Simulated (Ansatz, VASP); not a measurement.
**KF: VASP beside Ansatz**

```
K F
1.0
     0.00000    2.67185    2.67185
     2.67185    0.00000    2.67185
     2.67185    2.67185    0.00000
K F
1 1
Direct
  0.00000 0.00000 0.00000
  0.50000 0.50000 0.50000
```

Alike in both runs: task single point; functional PBE-based screened hybrid with a share of 0.3 of exact exchange and HFSCREEN = 0.2; k mesh 5 × 5 × 5; occupations fermi-dirac, width 0.05 eV; no spin polarisation.

```csv
,VASP,Ansatz
version,VASP 6.6.1,Ansatz 0.2.0
potentials or method,"VASP PAW PBE potentials, release 64 (K_sv, F)",Ansatz PAW
plane-wave cutoff (eV),520,420
valence electrons in the cell,16,16
```

Ansatz gave:

```
gap on the k mesh at the Fermi level (eV) : 8.62
least direct gap on the mesh (eV)         : 8.62
pressure (GPa)                            : 0.3
```

Q: What did VASP give for the same quantities?

A: gap on the k mesh at the Fermi level (eV): 8.60; least direct gap on the mesh (eV): 8.60; pressure (GPa): 0.4.

VASP's potentials were made for PBE, not for PBE-based screened hybrid.

Noted on Ansatz's run: odd divisions of the mesh miss points on the zone boundary, where band edges often lie, so the gap on the mesh can be too wide.
